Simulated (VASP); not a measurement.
**C: single point with PBE+D3(BJ)**

C, a slab with vacuum:

```
C
1.0
     2.46572    0.00000    0.00000
    -1.23286    2.13538    0.00000
     0.00000    0.00000   17.50000
C
4
Direct
  0.33333 0.66667 0.25714
  0.66667 0.33333 0.25714
  0.33333 0.66667 0.44629
  0.00000 0.00000 0.44629
```

```json
{
 "Program": "VASP 6.6.1",
 "Task": "single point",
 "Functional": "PBE",
 "Dispersion": "D3(BJ)",
 "Potentials or basis": "VASP PAW PBE potentials, release 64 (C)",
 "Cutoff": "520 eV",
 "k mesh": "15 × 15 × 1",
 "Occupations": "gaussian, width 0.1 eV",
 "Spin": "no spin polarisation"
}
```

* Largest force: 0.027 eV/Å
* Band gap on the k mesh: zero (filled and empty bands touch)
* Dispersion energy per atom: -0.121 eV

Forces on the atoms (eV/Å):
```
C    0.000  0.000 -0.004
C    0.000  0.000 -0.027
C    0.000  0.000  0.004
C    0.000  0.000  0.027
```

Levels at points of the mesh, in eV from the Fermi level:
| k point | band 4 | band 5 | band 6 | band 7 | band 8 | band 9 | band 10 | band 11 | band 12 | band 13 |
| --- | --- | --- | --- | --- | --- | --- | --- | --- | --- | --- |
| (0.00, 0.00, 0.00) | -7.07 | -3.03 | -3.03 | -3.02 | -3.02 | 3.44 | 3.88 | 4.80 | 6.54 | 6.79 |

Wall time 39 s on 1 thread of Intel(R) Xeon(R) Platinum 8375C CPU @ 2.90GHz (Ice Lake), on a shared host, peak memory 0.2 GiB.
